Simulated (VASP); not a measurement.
LiSb2:

```
CELL_PARAMETERS angstrom
5.38696 0.00000 0.00000
-2.69348 4.66524 0.00000
0.00000 0.00000 3.10582
ATOMIC_POSITIONS crystal
Li 0.00000 0.00000 0.00000
Sb 0.33333 0.66667 0.50000
Sb 0.66667 0.33333 0.50000
```

The cell was built from a structure type or drawn by symmetry, and may not be a known phase.

```yaml
Program: VASP 6.6.1
Task: relaxation of cell and atoms
Functional: PBE
Potentials_or_basis: VASP PAW PBE potentials, release 64 (Li_sv, Sb)
Cutoff: 600 eV
k_mesh: 12 × 12 × 14
Occupations: gaussian, width 0.1 eV
Spin: no spin polarisation
```

At the start: pressure 0.0 GPa; volume 26.02 Å³/atom.

Task: How do energy, volume and symmetry change on relaxing?

Result: Over 3 steps the energy falls by 3.8 meV/atom and the volume is 26.04 Å³/atom (+0.1 %); space group P6/mmm (No. 191, to 0.1 Å) before and after.

The path:
| step | energy change (eV) | largest force (eV/Å) | pressure (GPa) | volume (Å³) |
| --- | --- | --- | --- | --- |
| 1 | 0.0000 | 0.0000 | 0.02 | 78.05 |
| 2 | -0.0097 | 0.0000 | -0.02 | 78.09 |
| 3 | -0.0114 | 0.0000 | -0.03 | 78.11 |

Final structure:
```
Li Sb
1.0
     5.34002    0.00000    0.00000
    -2.67001    4.62459    0.00000
     0.00000    0.00000    3.16275
Li Sb
1 2
Direct
  0.00000 0.00000 0.00000
  0.33333 0.66667 0.50000
  0.66667 0.33333 0.50000
```

Caveat: the cutoff is under 1.25 times the usual one of these potentials, so pressure, stress and relaxed cells hold a basis-set (Pulay) error.
